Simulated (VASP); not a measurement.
Runs of VASP 6.6.1 on Al3H. The structure is that of space group Pm-3m (No. 221), or close to it. The cells are those of the table. 

```csv
task,cell,k mesh,cutoff (eV),gap on the mesh (eV),pressure (GPa),relaxed volume (Å³/atom)
relaxation of cell and atoms,"relaxed from a = 3.897 Å, 4 atoms",12 × 12 × 12,600,none,0.0,14.83
single point,"a = 3.907, b = 3.907, c = 3.877 Å, 4 atoms",6 × 6 × 6,520,none,0.2,-
single point,"a = 3.901 Å, 4 atoms",12 × 12 × 12,520,none,-0.1,-
single point,"a = 3.670, b = 3.670, c = 3.632 Å, 4 atoms",6 × 6 × 6,520,none,(a),-
relaxation of cell and atoms,"relaxed from a = 3.670, b = 3.670, c = 3.632 Å, 4 atoms",6 × 6 × 6,600,none,0.1,(b)
```

Alike in all rows: level PBE; potentials or basis VASP PAW PBE potentials, release 64 (Al, H); no spin polarisation; smearing gaussian 0.1 eV.

Fill in the values left out.

(a) 19.9; (b) 14.82.

Caveats: the cell stands under pressure (at least some runs); the volume moved by over 15 % at a fixed basis, so the end points are rough (at least some runs).

A gap of «none» marks levels without a gap at the run's occupations.
